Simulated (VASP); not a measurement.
A run of VASP 6.6.1:

INCAR

```
SYSTEM = MgCdSe2
PREC     = Accurate       ! precision mode
ENCUT    = 520            ! plane-wave cutoff, eV
EDIFF    = 1E-7           ! SCF threshold, eV
ISMEAR   = 0              ! smearing method
SIGMA    = 0.01           ! smearing width, eV
LREAL    = .False.        ! projectors in reciprocal space
LASPH    = .True.         ! aspherical terms in the spheres
NELM     = 100            ! most SCF steps
ALGO     = Normal         ! electronic algorithm
ISIF     = 2              ! what is computed and relaxed
LWAVE    = .False.        ! write WAVECAR
LCHARG   = .False.        ! write CHGCAR
GGA      = PE             ! functional
NBANDS   = 21             ! bands
```

The input KPOINTS:

```
regular mesh
0
Gamma
  8 8 8
  0 0 0
```

The input POSCAR:

```
MgCdSe2
1.0
    1.9756470080      1.1406403319      6.4511070716
   -1.9756470080      1.1406403319      6.4511070716
    0.0000000000     -2.2812806638      6.4511070716
Mg Cd Se
1 1 2
Direct
    1.0000000000      0.0000000000      0.0000000000
    0.5000000000      0.5000000000      0.5000000000
    0.2533357355      0.2533357355      0.2533357355
    0.7466642645      0.7466642645      0.7466642645
```

Potentials or basis: VASP PAW PBE potentials, release 64 (Mg, Cd, Se).

Command:

```bash
$ cat potpaw_PBE.64/Mg/POTCAR potpaw_PBE.64/Cd/POTCAR potpaw_PBE.64/Se/POTCAR > POTCAR
$ mpirun -np 1 vasp_std > vasp.out
```

Hardware: 1 thread of Intel(R) Xeon(R) 6975P-C (Granite Rapids), on a shared host.

Question: Estimate the wall time of this run.

Answer: Wall time 2.9 min on 1 thread of Intel(R) Xeon(R) 6975P-C (Granite Rapids) (shared host), peak memory 0.46 GiB. Counts: scf iterations 14, k points 65.
